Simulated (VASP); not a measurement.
# CaO (Fm-3m) in VASP: settings compared

CaO is run at these levels: PBEsol, PBE; tasks: single point.

All numbers are computed with VASP 6.6.1; they aren't measurements. Logs are shortened: lines on timing, memory, paths and dates and some standing lists are left out, and cuts for length are marked.

**1. The cell of the first run**

Symmetry: Fm-3m, No. 225, cubic system. Conventional cell: a = 5.015 Å, b = 5.015 Å, c = 5.015 Å, α = 90.00°, β = 90.00°, γ = 90.00°. Ca (site symmetry m-3m) has 6 O at 2.51 Å within 3.3 Å. Within 3.3 Å of O (site symmetry m-3m) lie 6 Ca at 2.51 Å.

**2. Single point, PBEsol**

The input, INCAR:

```
PREC = Accurate
ENCUT = 520
EDIFF = 1E-7
ISMEAR = -1
SIGMA = 0.1
LREAL = F
LASPH = T
NELM = 100
ALGO = Normal
ISIF = 2
LWAVE = F
LCHARG = F
GGA = PS
NBANDS = 15
```

The input, KPOINTS:

```
regular mesh
0
Gamma
  6 6 6
```

The input, POSCAR:

```
CaO
1.0
    0.0000000000      2.5075760000      2.5075760000
    2.5075760000      0.0000000000      2.5075760000
    2.5075760000      2.5075760000      0.0000000000
Ca O
1 1
Direct
    0.0000000000      0.0000000000      0.0000000000
    0.5000000000      0.5000000000      0.5000000000
```

Potentials or basis: VASP PAW PBE potentials, release 64 (Ca_sv, O).

Launch:

```bash
$ cat potpaw_PBE.64/Ca_sv/POTCAR potpaw_PBE.64/O/POTCAR > POTCAR
$ mpirun -np 1 vasp_std > vasp.out
```

OUTCAR:

```text
PREC = Accurate
   ENCUT = 520
   EDIFF = 1E-7
   ISMEAR = -1
   LREAL = F
   LASPH = T
   NELM = 100
   ISIF = 2
   GGA = PS

 ion  position               nearest neighbor table
   1  0.000  0.000  0.000-   2 2.51   2 2.51   2 2.51   2 2.51   2 2.51   2 2.51
   2  0.500  0.500  0.500-   1 2.51   1 2.51   1 2.51   1 2.51   1 2.51   1 2.51

  LATTYP: Found a face centered cubic cell.
 ALAT       =     5.0151520000

  Lattice vectors:

 A1 = (   0.0000000000,   2.5075760000,   2.5075760000)
 A2 = (   2.5075760000,   0.0000000000,   2.5075760000)
 A3 = (   2.5075760000,   2.5075760000,   0.0000000000)

Analysis of symmetry for initial positions (statically):
=====================================================================
 Subroutine PRICEL returns:
 Original cell was already a primitive cell.

 Routine SETGRP: Setting up the symmetry group for a
 face centered cubic supercell.

 Subroutine GETGRP returns: Found 48 space group operations
 (whereof 48 operations were pure point group operations)
 out of a pool of 48 trial point group operations.

The static configuration has the point symmetry O_h .

Analysis of symmetry for dynamics (positions and initial velocities):
=====================================================================
 Subroutine PRICEL returns:
 Original cell was already a primitive cell.

 Routine SETGRP: Setting up the symmetry group for a
 face centered cubic supercell.

 Subroutine GETGRP returns: Found 48 space group operations
 (whereof 48 operations were pure point group operations)
 out of a pool of 48 trial point group operations.

The dynamic configuration has the point symmetry O_h .

 Subroutine INISYM returns: Found 48 space group operations
 (whereof 48 operations are pure point group operations),
 and found     1 'primitive' translations

----------------------------------------------------------------------------------------

                                     Primitive cell

  volume of cell :      31.5350

  direct lattice vectors                    reciprocal lattice vectors
     0.000000000  2.507576000  2.507576000    -0.199395751  0.199395751  0.199395751
     2.507576000  0.000000000  2.507576000     0.199395751 -0.199395751  0.199395751
     2.507576000  2.507576000  0.000000000     0.199395751  0.199395751 -0.199395751

  length of vectors
     3.546247988  3.546247988  3.546247988     0.345363572  0.345363572  0.345363572

  position of ions in fractional coordinates (direct lattice)
     0.000000000  0.000000000  0.000000000
     0.500000000  0.500000000  0.500000000
[... 78 lines left out ...]
   PSTRESS=    0.0 pullay stress
   NELECT =      16.0000    total number of electrons
   NUPDOWN=      -1.0000    fix difference up-down
   EMIN   =  10.00;   EMAX   =-10.00  energy-range for DOS
   EFERMI =   0.00;   METHOD = LEGACY
   ISMEAR =    -1;   SIGMA  =   0.10  broadening in eV -4-tet -1-fermi 0-gaus
   EFERMI_NEDOS =   21; number of points for ismear=-14 and -15
   IALGO  =     38    algorithm
   IMIX   =      4    mixing-type and parameters
     AMIX     =   0.40;   BMIX     =  1.00
     AMIX_MAG =   1.60;   BMIX_MAG =  1.00
  volume/ion in A,a.u.               =      15.77       106.40
  Fermi-wavevector in a.u.,A,eV,Ry     =   1.305722  2.467457 23.196708  1.704910
  Thomas-Fermi vector in A             =   2.436572
   LORBIT       =      0    0 simple, 1 ext, 2 COOP (PROOUT), +10 PAW based schemes
   GGA     = PS    functional components
   LHFCALC =     F    Hartree Fock is set to
   AEXX    =    0.0000 exact exchange contribution
   IVDW    =     0    specifies the selected vdW correction
   LEPSILON=     F    determine dielectric tensor
   LRPA    =     F    only Hartree local field effects (RPA)
 non-spin polarized calculation
  energy-cutoff  :      520.00
  volume of cell :       31.53
 maximum number of plane-waves:       869
 NGX is ok and might be reduce to    28
   NGX = 13   NGY = 13   NGZ = 13

 number of electron      15.9999999 magnetization

 Free energy of the ion-electron system (eV)
  ---------------------------------------------------
  ext. energy  EPLUGINS =         0.00000000
  ---------------------------------------------------
  free energy    TOTEN  =       -13.22794216 eV

  energy without entropy =      -13.22794216  energy(sigma->0) =      -13.22794216

 E-fermi :   3.3302     XC(G=0): -10.1177

 val. band max:        1.5241882375   @ k =   0.0000   0.0000   0.0000
 cond. band min:       5.0773391358   @ k =   0.5000   0.5000   0.0000
 fundamental gap:      3.5531508983
 Fermi energy:         3.3301839218

 k-point     1 :       0.0000    0.0000    0.0000
  band No.  band energies     occupation
      1     -36.4061      2.00000
      2     -17.3188      2.00000
      3     -17.3188      2.00000
      4     -17.3188      2.00000
      5     -13.6814      2.00000
      6       1.5242      2.00000
      7       1.5242      2.00000
      8       1.5242      2.00000
      9       5.1447      0.00000
     10       7.3976      0.00000
     11       7.3976      0.00000
     12       7.3976      0.00000
     13       8.7189      0.00000
     14       8.7189      0.00000
[... 257 lines left out ...]
      2     -17.6568      2.00000
      3     -17.5438      2.00000
      4     -17.5334      2.00000
      5     -13.2850      2.00000
      6       0.2985      2.00000
      7       0.5734      2.00000
      8       0.7248      2.00000
      9       6.2737      0.00000
     10       8.5708      0.00000
     11       9.0111      0.00000
     12      10.2793      0.00000
     13      10.3771      0.00000
     14      13.0724      0.00000
     15      13.4414      0.00000

------------------------ aborting loop because EDIFF is reached ----------------------------------------

  FORCE on cell =-STRESS in cart. coord.  units (eV):
  Direction    XX          YY          ZZ          XY          YZ          ZX
  --------------------------------------------------------------------------------------
  -------------------------------------------------------------------------------------
  Total       -2.4160569     -2.4160569     -2.4160569      0.0000000      0.0000000     -0.0000000
  in kB     -122.7511113   -122.7511113   -122.7511113      0.0000000      0.0000000     -0.0000000
  external PRESSURE =    -122.7511113 kB  Pullay stress =       0.0000000 kB

 VOLUME and BASIS-vectors are now :
 -----------------------------------------------------------------------------
  energy-cutoff  :      520.00
  volume of cell :       31.53
      direct lattice vectors                 reciprocal lattice vectors
     0.000000000  2.507576000  2.507576000    -0.199395751  0.199395751  0.199395751
     2.507576000  0.000000000  2.507576000     0.199395751 -0.199395751  0.199395751
     2.507576000  2.507576000  0.000000000     0.199395751  0.199395751 -0.199395751

 POSITION                                       TOTAL-FORCE (eV/Angst)
 -----------------------------------------------------------------------------------
      0.00000      0.00000      0.00000        -0.000000     -0.000000     -0.000000
      2.50758      2.50758      2.50758         0.000000      0.000000      0.000000
 -----------------------------------------------------------------------------------
    total drift:                                0.000000      0.000000      0.000000

  FREE ENERGIE OF THE ION-ELECTRON SYSTEM (eV)
  ---------------------------------------------------
  free  energy   TOTEN  =       -13.2279421587 eV

  energy  without entropy=      -13.2279421551  energy(sigma->0) =      -13.22794216
```

OSZICAR:

```text
N       E                     dE             d eps       ncg     rms          rms(c)
DAV:   1     0.121307982578E+03    0.12131E+03   -0.82330E+03   480   0.108E+03
DAV:   2    -0.897827276351E+01   -0.13029E+03   -0.12157E+03   606   0.282E+02
DAV:   3    -0.145867013837E+02   -0.56084E+01   -0.55574E+01   592   0.590E+01
DAV:   4    -0.147565429114E+02   -0.16984E+00   -0.16980E+00   683   0.940E+00
DAV:   5    -0.147577222995E+02   -0.11794E-02   -0.11794E-02   571   0.797E-01    0.810E+00
DAV:   6    -0.133620235720E+02    0.13957E+01   -0.48796E+00   523   0.201E+01    0.397E+00
DAV:   7    -0.132452070851E+02    0.11682E+00   -0.43391E-01   508   0.630E+00    0.184E+00
DAV:   8    -0.132280843710E+02    0.17123E-01   -0.77614E-02   620   0.305E+00    0.348E-01
DAV:   9    -0.132275096952E+02    0.57468E-03   -0.42605E-03   494   0.530E-01    0.115E-01
DAV:  10    -0.132280035074E+02   -0.49381E-03   -0.76391E-04   593   0.299E-01    0.879E-02
DAV:  11    -0.132279448283E+02    0.58679E-04   -0.77686E-05   603   0.113E-01    0.148E-02
DAV:  12    -0.132279420533E+02    0.27750E-05   -0.16905E-05   603   0.479E-02    0.710E-03
DAV:  13    -0.132279420851E+02   -0.31791E-07   -0.10303E-06   530   0.116E-02    0.174E-03
DAV:  14    -0.132279421587E+02   -0.73610E-07   -0.11781E-07   539   0.332E-03
   1 F= -.13227942E+02 E0= -.13227942E+02  d E =-.355747E-08
```

It took 11 s on 1 thread of AMD EPYC 7R13 (Zen 3), shared host; peak memory 0.12 GiB.

Results:

| Item | Value |
| --- | --- |
| Free energy | -13.2279 eV |
| Pressure | -12.3 GPa |
| Band gap on the k mesh | 3.55 eV, indirect (least direct gap 3.62 eV) |

Levels at points of the mesh, in eV from the valence-band top:
```
           k point  band 6  band 7  band 8  band 9  band 10  band 11
(0.00, 0.00, 0.00)    0.00    0.00    0.00    3.62     5.87     5.87
(0.50, 0.00, 0.00)   -2.40   -0.99   -0.99    6.43     7.41     7.69
(0.50, 0.50, 0.00)   -1.34   -0.39   -0.39    3.55     7.14     8.21
```

Caveat: the PAW data sets were made with another functional, which shifts forces and pressure a little. A k mesh can miss the band edges.

**3. Single point, PBEsol**

The input, INCAR:

```
SYSTEM = CaO
  PREC = Accurate
  ENCUT = 520
  EDIFF = 1E-7
  ISMEAR = -1
  SIGMA = 0.1
  LREAL = .False.
  LASPH = .True.
  NELM = 60
  ALGO = Normal
  ISIF = 2
  LWAVE = .False.
  LCHARG = .False.
  GGA = PS
  NBANDS = 15
```

The input, KPOINTS:

```
regular mesh
0
Gamma
  6 6 6
  0 0 0
```

POSCAR is that of step 2.

Potentials or basis: VASP PAW PBE potentials, release 64 (Ca_sv, O).

Launch:

```bash
$ cat potpaw_PBE.64/Ca_sv/POTCAR potpaw_PBE.64/O/POTCAR > POTCAR
$ mpirun -np 1 vasp_std > vasp.out
```

Wall time 10 s (1 thread of AMD EPYC 7R13 (Zen 3), shared host); peak memory 0.12 GiB.

It converged, with:

```
Free energy            : -13.2279 eV
Pressure               : -12.3 GPa
Band gap on the k mesh : 3.55 eV, indirect (least direct gap 3.62 eV)
```

Levels at points of the mesh, in eV from the valence-band top:
```csv
k point,band 6,band 7,band 8,band 9,band 10,band 11
"(0.00, 0.00, 0.00)",0.00,0.00,0.00,3.62,5.87,5.87
"(0.50, 0.00, 0.00)",-2.40,-0.99,-0.99,6.43,7.41,7.69
"(0.50, 0.50, 0.00)",-1.34,-0.39,-0.39,3.55,7.14,8.21
```

Caveat: the PAW data sets were made with another functional, which shifts forces and pressure a little. A k mesh can miss the band edges.

**4. Single point, PBE**

Edit INCAR of step 3 so:

```diff
@@ -3,3 +3,3 @@
   ENCUT = 520
-  EDIFF = 1E-7
+  EDIFF = 1E-6
   ISMEAR = -1
@@ -13,3 +13,3 @@
   LCHARG = .False.
-  GGA = PS
+  GGA = PE
   NBANDS = 15
```

The input, KPOINTS:

```
Automatic mesh
0
Gamma
  9 9 9
  0 0 0
```

POSCAR is that of step 3.

Potentials or basis: VASP PAW PBE potentials, release 64 (Ca_sv, O).

Launch:

```bash
$ cat potpaw_PBE.64/Ca_sv/POTCAR potpaw_PBE.64/O/POTCAR > POTCAR
$ mpirun -np 1 vasp_std > vasp.out
```

OUTCAR:

```text
SYSTEM = CaO
   PREC = Accurate
   ENCUT = 520
   EDIFF = 1E-6
   ISMEAR = -1
   LREAL = .False.
   LASPH = .True.
   NELM = 60
   ISIF = 2
   GGA = PE

 ion  position               nearest neighbor table
   1  0.000  0.000  0.000-   2 2.51   2 2.51   2 2.51   2 2.51   2 2.51   2 2.51
   2  0.500  0.500  0.500-   1 2.51   1 2.51   1 2.51   1 2.51   1 2.51   1 2.51

  LATTYP: Found a face centered cubic cell.
 ALAT       =     5.0151520000

  Lattice vectors:

[... 608 lines left out ...]
      9       5.3608      0.00000
     10       8.7427      0.00000
     11       9.8102      0.00000
     12      10.2975      0.00000
     13      10.2975      0.00000
     14      11.6041      0.00000
     15      13.9207      0.00000

 [... further k-points ...]
[... 5 lines left out ...]
  --------------------------------------------------------------------------------------
  -------------------------------------------------------------------------------------
  Total       -1.7622534     -1.7622534     -1.7622534      0.0000000      0.0000000     -0.0000000
  in kB      -89.5337198    -89.5337198    -89.5337198      0.0000000      0.0000000     -0.0000000
  external PRESSURE =     -89.5337198 kB  Pullay stress =       0.0000000 kB

 VOLUME and BASIS-vectors are now :
 -----------------------------------------------------------------------------
  energy-cutoff  :      520.00
  volume of cell :       31.53
      direct lattice vectors                 reciprocal lattice vectors
     0.000000000  2.507576000  2.507576000    -0.199395751  0.199395751  0.199395751
     2.507576000  0.000000000  2.507576000     0.199395751 -0.199395751  0.199395751
     2.507576000  2.507576000  0.000000000     0.199395751  0.199395751 -0.199395751

 POSITION                                       TOTAL-FORCE (eV/Angst)
 -----------------------------------------------------------------------------------
      0.00000      0.00000      0.00000        -0.000000     -0.000000      0.000000
      2.50758      2.50758      2.50758         0.000000      0.000000      0.000000
 -----------------------------------------------------------------------------------
    total drift:                                0.000000      0.000000      0.000000

  FREE ENERGIE OF THE ION-ELECTRON SYSTEM (eV)
  ---------------------------------------------------
  free  energy   TOTEN  =       -12.7103312005 eV

  energy  without entropy=      -12.7103311990  energy(sigma->0) =      -12.71033120
```

OSZICAR:

```text
N       E                     dE             d eps       ncg     rms          rms(c)
DAV:   1     0.124716141755E+03    0.12472E+03   -0.81802E+03  1050   0.107E+03
DAV:   2    -0.841007865890E+01   -0.13313E+03   -0.12379E+03  1330   0.285E+02
DAV:   3    -0.142704879608E+02   -0.58604E+01   -0.58203E+01  1239   0.616E+01
DAV:   4    -0.144394032304E+02   -0.16892E+00   -0.16873E+00  1521   0.904E+00
DAV:   5    -0.144404497426E+02   -0.10465E-02   -0.10465E-02  1248   0.707E-01    0.861E+00
DAV:   6    -0.128263582916E+02    0.16141E+01   -0.57758E+00  1134   0.215E+01    0.403E+00
DAV:   7    -0.127142486832E+02    0.11211E+00   -0.46655E-01  1149   0.662E+00    0.186E+00
DAV:   8    -0.127103973718E+02    0.38513E-02   -0.81789E-02  1323   0.310E+00    0.381E-01
DAV:   9    -0.127095569429E+02    0.84043E-03   -0.38327E-03  1114   0.512E-01    0.122E-01
DAV:  10    -0.127103632886E+02   -0.80635E-03   -0.90648E-04  1281   0.262E-01    0.691E-02
DAV:  11    -0.127103304718E+02    0.32817E-04   -0.55509E-05  1297   0.902E-02    0.735E-03
DAV:  12    -0.127103311489E+02   -0.67702E-06   -0.11737E-05  1198   0.316E-02    0.658E-03
DAV:  13    -0.127103312005E+02   -0.51667E-07   -0.63133E-07   910   0.101E-02
   1 F= -.12710331E+02 E0= -.12710331E+02  d E =-.150375E-08
```

Wall time 19 s (1 thread of AMD EPYC 7R13 (Zen 3), shared host); peak memory 0.13 GiB.

Results:

```
Free energy            : -12.7103 eV
Pressure               : -9.0 GPa
Band gap on the k mesh : 3.68 eV, indirect (least direct gap 3.75 eV)
```

A k mesh can miss the band edges. PBE gaps usually lie below the measured ones, often by a third to a half.

**5. Single point, PBEsol**

The input, INCAR:

```
SYSTEM = CaO
ALGO = Normal
EDIFF = 1E-6
ENCUT = 520
GGA = PS
ISIF = 2
ISMEAR = -1
ISYM = 0
LASPH = .TRUE.
LCHARG = .TRUE.
LELF = .TRUE.
LREAL = .FALSE.
LVHAR = .TRUE.
LWAVE = .FALSE.
NBANDS = 15
NELM = 80
PREC = Accurate
SIGMA = 0.1
```

The input, KPOINTS:

```
Automatic mesh
0
Gamma
  6 6 6
  0.5 0.5 0.5
```

POSCAR is that of step 4.

Launch:

```bash
$ cat potpaw_PBE.64/Ca_sv/POTCAR potpaw_PBE.64/O/POTCAR > POTCAR
$ mpirun -np 1 vasp_std > vasp.out
```

It took 3.1 min on 1 thread of AMD EPYC 7R13 (Zen 3), shared host; peak memory 0.29 GiB.

Results (log left out):

```yaml
Free_energy: -13.2281 eV
Pressure: -12.3 GPa
Band_gap_on_the_k_mesh: 3.83 eV, indirect (least direct gap 4.02 eV)
```

Levels at points of the mesh, in eV from the valence-band top:
```tsv
k point	band 4	band 5	band 6	band 7	band 8	band 9	band 10	band 11	band 12	band 13
(0.08, 0.08, 0.08)	-18.77	-15.07	-0.17	0.00	0.00	4.02	5.92	6.06	6.06	7.41
```

Caveat: the PAW data sets were made with another functional, which shifts forces and pressure a little. A k mesh can miss the band edges.

**6. Summary**

| level | k mesh | gap on the mesh (eV) | pressure (GPa) |
| --- | --- | --- | --- |
| PBEsol | 6 × 6 × 6 | 3.55 | -12.3 |
| PBE | 9 × 9 × 9 | 3.68 | -9.0 |
| PBEsol | 6 × 6 × 6, shifted | 3.83 | -12.3 |

Alike in all rows: task single point; potentials or basis VASP PAW PBE potentials, release 64 (Ca_sv, O); no spin polarisation; cell as given; cutoff (eV) 520; smearing fermi-dirac 0.1 eV.

On the cell as given the gap runs from 3.55 eV (PBEsol) to 3.83 eV (PBEsol); the meshes differ, which moves gaps too. The pressure there spans -12.3 GPa (PBEsol) to -9.0 GPa (PBE); a positive pressure means that this level wants a larger cell, a negative one a smaller.

Caveats: the PAW data sets were made with another functional, which shifts forces and pressure a little (some runs).

Absolute energies hang on the potentials; compare differences alone.
